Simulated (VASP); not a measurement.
The system is ZnO.

```
Zn O
1.0
     3.23534    0.00000    0.00000
    -1.61767    2.80189    0.00000
     0.00000    0.00000    5.14269
Zn O
2 2
Direct
  0.33333 0.66667 0.99587
  0.66667 0.33333 0.49587
  0.33333 0.66667 0.37913
  0.66667 0.33333 0.87913
```

This cell differs from its parent crystal: uniaxial z strain -1.3%.

Base run:

- Program: VASP 6.6.1
- Functional: PBE
- Potentials or basis: VASP PAW PBE potentials, release 64 (Zn, O_h)
- Cutoff: 910 eV
- k mesh: 12 × 12 × 6
- Occupations: fermi-dirac, width 0.02 eV
- Spin: no spin polarisation

Its results: band gap on the k mesh 0.83 eV; pressure 9.0 GPa.

Question: The run is repeated on the same cell with these changes: functional from PBE to r2SCAN; occupations from fermi-dirac, width 0.02 eV to gaussian, width 0.01 eV. What comes out?

Answer: Band gap on the k mesh 1.27 eV; pressure 2.9 GPa.

Caveats: the cutoff is under 1.25 times the usual one of these potentials, so pressure, stress and relaxed cells hold a basis-set (Pulay) error; the cell stands under pressure (at least some runs); the PAW data sets were made with another functional, which shifts forces and pressure a little (at least some runs).

